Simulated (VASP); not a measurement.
# Ni2N (P4/mmm) in VASP: a series of runs

Runs on Ni2N. Level: PBE. Tasks: relaxation of cell and atoms, single point.

Program: VASP 6.6.1. These are calculated values, not measurements. Logs are shortened: lines on timing, memory, paths and dates and some standing lists are left out, and cuts for length are marked.

### Step 1. The cell of the first run

Symmetry: P4/mmm, No. 123, tetragonal system. Conventional cell: a = 3.580 Å, b = 3.580 Å, c = 2.749 Å, α = 90.00°, β = 90.00°, γ = 90.00°. Within 2.4 Å of Ni (site symmetry mmm) lie 2 N at 1.79 Å. N (site symmetry 4/mmm) has 4 Ni at 1.79 Å within 2.4 Å.

The cell was generated, and may not be a known phase.

### Step 2. Relaxation of cell and atoms, PBE

INCAR

```
SYSTEM = Ni2N
PREC     = Accurate       ! precision mode
ENCUT    = 600            ! plane-wave cutoff, eV
EDIFF    = 1E-7           ! SCF threshold, eV
ISMEAR   = 0              ! smearing method
SIGMA    = 0.1            ! smearing width, eV
LREAL    = .FALSE.        ! projectors in reciprocal space
LASPH    = .TRUE.         ! aspherical terms in the spheres
NELM     = 100            ! most SCF steps
ALGO     = Normal         ! electronic algorithm
ISIF     = 3              ! what is computed and relaxed
LWAVE    = .FALSE.        ! write WAVECAR
LCHARG   = .FALSE.        ! write CHGCAR
GGA      = PE             ! functional
IBRION   = 2              ! ionic algorithm
NSW      = 90             ! ionic steps
EDIFFG   = -0.04          ! ionic threshold
```

KPOINTS

```
regular mesh
0
G
  6 6 6
  0 0 0
```

POSCAR

```
Ni2N
1.0
    3.5796223286      0.0000000000      0.0000000000
    0.0000000000      3.5796223286      0.0000000000
    0.0000000000      0.0000000000      2.7492573581
Ni N
2 1
Direct
    0.5000000000      0.0000000000      0.0000000000
    0.0000000000      0.5000000000      0.0000000000
    0.5000000000      0.5000000000      0.0000000000
```

Potentials or basis: VASP PAW PBE potentials, release 64 (Ni, N).

The run is started by

```sh
$ cat potpaw_PBE.64/Ni/POTCAR potpaw_PBE.64/N/POTCAR > POTCAR
$ mpirun -np 1 vasp_std > vasp.out
```

OUTCAR:

```text
SYSTEM = Ni2N
   PREC = Accurate
   ENCUT = 600
   EDIFF = 1E-7
   ISMEAR = 0
   LREAL = .FALSE.
   LASPH = .TRUE.
   NELM = 100
   ISIF = 3
   GGA = PE
   IBRION = 2
   NSW = 90
   EDIFFG = -0.04

 ion  position               nearest neighbor table
   1  0.500  0.000  0.000-   3 1.79   3 1.79   2 2.53   2 2.53   2 2.53   2 2.53
   2  0.000  0.500  0.000-   3 1.79   3 1.79   1 2.53   1 2.53   1 2.53   1 2.53
   3  0.500  0.500  0.000-   1 1.79   2 1.79   1 1.79   2 1.79

  LATTYP: Found a simple tetragonal cell.
 ALAT       =     3.5796223286
 C/A-ratio  =     0.7680300059

  Lattice vectors:

 A1 = (   3.5796223286,   0.0000000000,   0.0000000000)
 A2 = (   0.0000000000,   3.5796223286,   0.0000000000)
 A3 = (   0.0000000000,   0.0000000000,   2.7492573581)

Analysis of symmetry for initial positions (statically):
=====================================================================
 Subroutine PRICEL returns:
 Original cell was already a primitive cell.

 Routine SETGRP: Setting up the symmetry group for a
 simple tetragonal supercell.

 Subroutine GETGRP returns: Found 16 space group operations
 (whereof 16 operations were pure point group operations)
 out of a pool of 16 trial point group operations.

The static configuration has the point symmetry D_4h.

Analysis of symmetry for dynamics (positions and initial velocities):
=====================================================================
 Subroutine PRICEL returns:
 Original cell was already a primitive cell.

 Routine SETGRP: Setting up the symmetry group for a
 simple tetragonal supercell.

 Subroutine GETGRP returns: Found 16 space group operations
 (whereof 16 operations were pure point group operations)
 out of a pool of 16 trial point group operations.

The dynamic configuration has the point symmetry D_4h.

 Subroutine INISYM returns: Found 16 space group operations
 (whereof 16 operations are pure point group operations),
 and found     1 'primitive' translations

----------------------------------------------------------------------------------------

                                     Primitive cell

  volume of cell :      35.2281

  direct lattice vectors                    reciprocal lattice vectors
     3.579622329  0.000000000  0.000000000     0.279359080  0.000000000  0.000000000
     0.000000000  3.579622329  0.000000000     0.000000000  0.279359080  0.000000000
     0.000000000  0.000000000  2.749257358     0.000000000  0.000000000  0.363734591

  length of vectors
     3.579622329  3.579622329  2.749257358     0.279359080  0.279359080  0.363734591

  position of ions in fractional coordinates (direct lattice)
     0.500000000  0.000000000  0.000000000
     0.000000000  0.500000000  0.000000000
     0.500000000  0.500000000  0.000000000

  ion indices of the primitive-cell ions
   primitive index   ion index
                 1           1
                 2           2
                 3           3

----------------------------------------------------------------------------------------

 KPOINTS: regular mesh

Automatic generation of k-mesh.
 Grid dimensions read from file:
 generate k-points for:    6    6    6

 Generating k-lattice:

  Cartesian coordinates                     Fractional coordinates (reciprocal lattice)
     0.046559847  0.000000000  0.000000000     0.166666667  0.000000000  0.000000000
     0.000000000  0.046559847  0.000000000     0.000000000  0.166666667  0.000000000
     0.000000000  0.000000000  0.060622432     0.000000000  0.000000000  0.166666667

  Length of vectors
     0.046559847  0.046559847  0.060622432

  Shift w.r.t. Gamma in fractional coordinates (k-lattice)
     0.000000000  0.000000000  0.000000000

 Subroutine IBZKPT returns following result:
 ===========================================

 Found     40 irreducible k-points:

 Following reciprocal coordinates:
            Coordinates               Weight
  0.000000  0.000000  0.000000      1.000000
  0.166667  0.000000  0.000000      4.000000
  0.333333  0.000000  0.000000      4.000000
  0.500000  0.000000  0.000000      2.000000
  0.166667  0.166667  0.000000      4.000000
  0.333333  0.166667  0.000000      8.000000
[... 16 lines left out ...]
  0.333333  0.000000  0.333333      8.000000
  0.500000  0.000000  0.333333      4.000000
 [... further k-points ...]
   k-points           NKPTS =     40   k-points in BZ     NKDIM =     40   number of bands    NBANDS=     16
   number of dos      NEDOS =    301   number of ions     NIONS =      3
   total plane-waves  NPLWV =  21600
   dimension x,y,z NGX =    30 NGY =   30 NGZ =   24
   dimension x,y,z NGXF=    60 NGYF=   60 NGZF=   48
   ions per type =               2   1
   NGX,Y,Z   is equivalent  to a cutoff of  13.93, 13.93, 14.51 a.u.
   NGXF,Y,Z  is equivalent  to a cutoff of  27.87, 27.87, 29.03 a.u.
 SYSTEM =  Ni2N
   PREC   = accura    normal or accurate (medium, high low for compatibility)
   ISTART =      0    job   : 0-new  1-cont  2-samecut
   ICHARG =      2    charge: 1-file 2-atom 10-const
   ISPIN  =      1    spin polarized calculation?
   LNONCOLLINEAR =      F non collinear calculations
   LSORBIT =      F    spin-orbit coupling
   LASPH  =      T    aspherical Exc in radial PAW
   ENCUT  =  600.0 eV  44.10 Ry    6.64 a.u.   7.15  7.15  5.49*2*pi/ulx,y,z
   NELM   =    100;   NELMIN=  2; NELMDL= -5     # of ELM steps
   EDIFF  = 0.1E-06   stopping-criterion for ELM
   LREAL  =      F    real-space projection
   EDIFFG = -.4E-01   stopping-criterion for IOM
   NSW    =     90    number of steps for IOM
   IBRION =      2    ionic relax: 0-MD 1-quasi-New 2-CG
   NFREE  =      1    steps in history (QN), initial steepest desc. (CG)
   ISIF   =      3    stress and relaxation
   ISYM   =      2    0-nonsym 1-usesym 2-fastsym
   POTIM  = 0.5000    time-step for ionic-motion
   TEBEG  =    0.0;   TEEND  =   0.0 temperature during run
   PSTRESS=    0.0 pullay stress
   NELECT =      25.0000    total number of electrons
   NUPDOWN=      -1.0000    fix difference up-down
   EMIN   =  10.00;   EMAX   =-10.00  energy-range for DOS
   EFERMI =   0.00;   METHOD = LEGACY
   ISMEAR =     0;   SIGMA  =   0.10  broadening in eV -4-tet -1-fermi 0-gaus
   EFERMI_NEDOS =   21; number of points for ismear=-14 and -15
   IALGO  =     38    algorithm
   IMIX   =      4    mixing-type and parameters
     AMIX     =   0.40;   BMIX     =  1.00
     AMIX_MAG =   1.60;   BMIX_MAG =  1.00
  volume/ion in A,a.u.               =      11.74        79.24
  Fermi-wavevector in a.u.,A,eV,Ry     =   1.460242  2.759458 29.011802  2.132307
  Thomas-Fermi vector in A             =   2.576715
   LORBIT       =      0    0 simple, 1 ext, 2 COOP (PROOUT), +10 PAW based schemes
   GGA     = PE    functional components
   LHFCALC =     F    Hartree Fock is set to
   AEXX    =    0.0000 exact exchange contribution
   IVDW    =     0    specifies the selected vdW correction
   LEPSILON=     F    determine dielectric tensor
   LRPA    =     F    only Hartree local field effects (RPA)
 conjugate gradient relaxation of ions
 non-spin polarized calculation
 Gauss-broadening in eV      SIGMA  =   0.10
  energy-cutoff  :      600.00
  volume of cell :       35.23
 maximum number of plane-waves:      1196
 NGX is ok and might be reduce to    30
   NGX = 15   NGY = 15   NGZ = 11

 number of electron      25.0000007 magnetization

 Free energy of the ion-electron system (eV)
  ---------------------------------------------------
  ext. energy  EPLUGINS =         0.00000000
  ---------------------------------------------------
  free energy    TOTEN  =       -18.22479892 eV

  energy without entropy =      -18.20949870  energy(sigma->0) =      -18.21714881

 E-fermi :   6.2296     XC(G=0): -11.6437

 val. band max:        6.2024158532   @ k =   0.5000   0.1667   0.5000
 cond. band min:       6.2455574612   @ k =   0.1667   0.0000   0.5000
 fundamental gap:      0.0431416080
 Fermi energy:         6.2296262370

 k-point     1 :       0.0000    0.0000    0.0000
  band No.  band energies     occupation
      1     -10.5406      2.00000
      2       1.3698      2.00000
      3       1.8415      2.00000
      4       1.8415      2.00000
      5       2.6768      2.00000
      6       3.5992      2.00000
[... 8 lines left out ...]
     15       9.1199      0.00000
     16      13.6970      0.00000

 k-point     2 :       0.1667    0.0000    0.0000
  band No.  band energies     occupation
      1     -10.3817      2.00000
      2       0.7054      2.00000
      3       1.4269      2.00000
      4       1.6758      2.00000
      5       3.1075      2.00000
      6       3.6853      2.00000
[... 8 lines left out ...]
     15       9.6256      0.00000
     16      12.8832      0.00000

 k-point     3 :       0.3333    0.0000    0.0000
  band No.  band energies     occupation
      1     -10.0275      2.00000
      2      -0.8011      2.00000
      3       0.9670      2.00000
      4       2.2082      2.00000
      5       3.2448      2.00000
      6       3.5652      2.00000
[... 8 lines left out ...]
     15      10.2585      0.00000
     16      11.9890      0.00000

 k-point     4 :       0.5000    0.0000    0.0000
  band No.  band energies     occupation
      1      -9.8270      2.00000
      2      -1.4542      2.00000
      3       0.7971      2.00000
      4       2.6552      2.00000
      5       3.0344      2.00000
      6       3.4577      2.00000
[... 8 lines left out ...]
     15      10.3164      0.00000
     16      11.8226      0.00000

 k-point     5 :       0.1667    0.1667    0.0000
  band No.  band energies     occupation
      1     -10.2213      2.00000
      2       0.5227      2.00000
      3       0.5481      2.00000
      4       1.8825      2.00000
      5       3.3163      2.00000
      6       3.4389      2.00000
[... 8 lines left out ...]
     15      10.1125      0.00000
     16      13.2215      0.00000

 k-point     6 :       0.3333    0.1667    0.0000
  band No.  band energies     occupation
      1      -9.8633      2.00000
      2      -0.8862      2.00000
      3       0.2470      2.00000
      4       2.3936      2.00000
      5       2.9535      2.00000
      6       3.7336      2.00000
[... 8 lines left out ...]
     15      10.6077      0.00000
     16      11.7821      0.00000
[... 267 lines left out ...]
 k-point    21 :       0.0000    0.0000    0.3333
  band No.  band energies     occupation
      1      -9.9065      2.00000
      2       1.1779      2.00000
      3       2.3367      2.00000
      4       2.3367      2.00000
      5       2.8045      2.00000
      6       3.0356      2.00000
[... 8 lines left out ...]
     15       9.4127      0.00000
     16      14.0486      0.00000

 k-point    22 :       0.1667    0.0000    0.3333
  band No.  band energies     occupation
      1      -9.7491      2.00000
      2       1.0699      2.00000
      3       1.2644      2.00000
      4       1.8377      2.00000
      5       3.0829      2.00000
      6       3.2745      2.00000
[... 8 lines left out ...]
     15       9.8351      0.00000
     16      13.6148      0.00000

 k-point    23 :       0.3333    0.0000    0.3333
  band No.  band energies     occupation
      1      -9.3990      2.00000
      2      -0.2731      2.00000
      3       0.8943      2.00000
      4       1.3560      2.00000
      5       3.3409      2.00000
      6       3.6932      2.00000
[... 8 lines left out ...]
     15      10.6255      0.00000
     16      12.2656      0.00000

 k-point    24 :       0.5000    0.0000    0.3333
  band No.  band energies     occupation
      1      -9.2010      2.00000
      2      -0.9176      2.00000
      3       0.7986      2.00000
      4       1.1810      2.00000
      5       3.5393      2.00000
      6       3.8614      2.00000
[... 8 lines left out ...]
     15      11.0576      0.00000
     16      11.6379      0.00000

 [... further k-points ...]
[... 5 lines left out ...]
  --------------------------------------------------------------------------------------
  -------------------------------------------------------------------------------------
  Total        0.0438403      0.0438403     -0.0160000      0.0000000      0.0000000      0.0000000
  in kB        1.9938590      1.9938590     -0.7276809      0.0000000      0.0000000      0.0000000
  external PRESSURE =       1.0866790 kB  Pullay stress =       0.0000000 kB

 VOLUME and BASIS-vectors are now :
 -----------------------------------------------------------------------------
  energy-cutoff  :      600.00
  volume of cell :       35.23
      direct lattice vectors                 reciprocal lattice vectors
     3.579622329  0.000000000  0.000000000     0.279359080  0.000000000  0.000000000
     0.000000000  3.579622329  0.000000000     0.000000000  0.279359080  0.000000000
     0.000000000  0.000000000  2.749257358     0.000000000  0.000000000  0.363734591

 POSITION                                       TOTAL-FORCE (eV/Angst)
 -----------------------------------------------------------------------------------
      1.78981      0.00000      0.00000         0.000000      0.000000      0.000000
      0.00000      1.78981      0.00000         0.000000      0.000000      0.000000
      1.78981      1.78981      0.00000         0.000000      0.000000      0.000000
 -----------------------------------------------------------------------------------
    total drift:                                0.000000     -0.000000      0.000000

  FREE ENERGIE OF THE ION-ELECTRON SYSTEM (eV)
  ---------------------------------------------------
  free  energy   TOTEN  =       -18.2247989194 eV

  energy  without entropy=      -18.2094986988  energy(sigma->0) =      -18.21714881

 reached required accuracy - stopping structural energy minimisation
```

Wall time 14 s (1 thread of Intel Xeon 6975P-C (Granite Rapids), shared host); peak memory 0.17 GiB.

Results:

```
Free energy             : -18.2248 eV
Pressure after relaxing : 0.1 GPa
Band gap on the k mesh  : zero (an odd number of electrons rules out a gap without spin polarisation)
```

Final structure:
```
Ni N
1.0
     3.57962    0.00000    0.00000
     0.00000    3.57962    0.00000
     0.00000    0.00000    2.74926
Ni N
2 1
Direct
  0.50000 0.00000 0.00000
  0.00000 0.50000 0.00000
  0.50000 0.50000 0.00000
```

Levels at points of the mesh, in eV from the Fermi level:
| k point | band 9 | band 10 | band 11 | band 12 | band 13 | band 14 | band 15 | band 16 |
| --- | --- | --- | --- | --- | --- | --- | --- | --- |
| (0.00, 0.00, 0.00) | -1.81 | -1.23 | -1.04 | -0.76 | -0.76 | -0.59 | 2.89 | 7.47 |
| (0.50, 0.00, 0.00) | -1.68 | -1.36 | -0.99 | -0.90 | -0.10 | 1.11 | 4.09 | 5.59 |
| (0.50, 0.50, 0.00) | -1.41 | -1.19 | -0.52 | -0.49 | 0.60 | 0.60 | 2.04 | 8.84 |
| (0.00, 0.00, 0.50) | -1.62 | -1.22 | -1.22 | -0.57 | -0.24 | -0.23 | 3.58 | 5.86 |
| (0.50, 0.00, 0.50) | -1.57 | -1.28 | -0.52 | -0.18 | 0.06 | 0.54 | 3.09 | 6.63 |
| (0.50, 0.50, 0.50) | -0.83 | -0.40 | -0.40 | 0.97 | 1.94 | 1.94 | 3.23 | 3.68 |

Caveat: the k points lie up to 0.38 Å⁻¹ apart in the final cell, too coarse for converged energies and pressures of a metal; the run has no spin polarisation, though such a crystal can be magnetic.

(Part 1 of 2 ends here.)

The gap in the log of VASP goes by the Fermi energy; the results here count the filled bands.